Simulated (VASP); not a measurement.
A run of VASP 6.6.1:

Contents of INCAR:

```
SYSTEM = Be
PREC = Accurate ; ENCUT = 520
EDIFF = 1E-7 ; ISMEAR = 0
SIGMA = 0.05 ; LREAL = .FALSE.
LASPH = .TRUE. ; NELM = 150
ALGO = Normal ; ISIF = 2
LWAVE = .FALSE. ; LCHARG = .FALSE.
LNONCOLLINEAR = .TRUE. ; MAGMOM = 0 0 0 0 0 0
LORBIT = 11 ; LSORBIT = .TRUE.
GGA_COMPAT = .FALSE. ; LORBMOM = .TRUE.
GGA = PE ; NBANDS = 16
```

Contents of KPOINTS:

```
Automatic mesh
0
G
  20 20 12
  0 0 0
```

File POSCAR:

```
Be
1.0
    2.2709124337      0.0000000000      0.0000000000
   -1.1354562169      1.9666678574      0.0000000000
    0.0000000000      0.0000000000      3.5551420863
Be
2
Direct
    0.3333333333      0.6666666667      0.7500000000
    0.6666666667      0.3333333333      0.2500000000
```

Potentials or basis: VASP PAW PBE potentials, release 64 (Be).

The run is started by

```bash
$ cat potpaw_PBE.64/Be/POTCAR > POTCAR
$ mpirun -np 1 vasp_ncl > vasp.out
```

Hardware: 1 thread of Oxide Virtual Turin-like Processor, on a shared host.

Question: Estimate the wall time of this run.

Answer: Wall time 2.5 min on 1 thread of Oxide Virtual Turin-like Processor, with other jobs on the host, peak memory 0.2 GiB. Counts: scf iterations 10, k points 308.
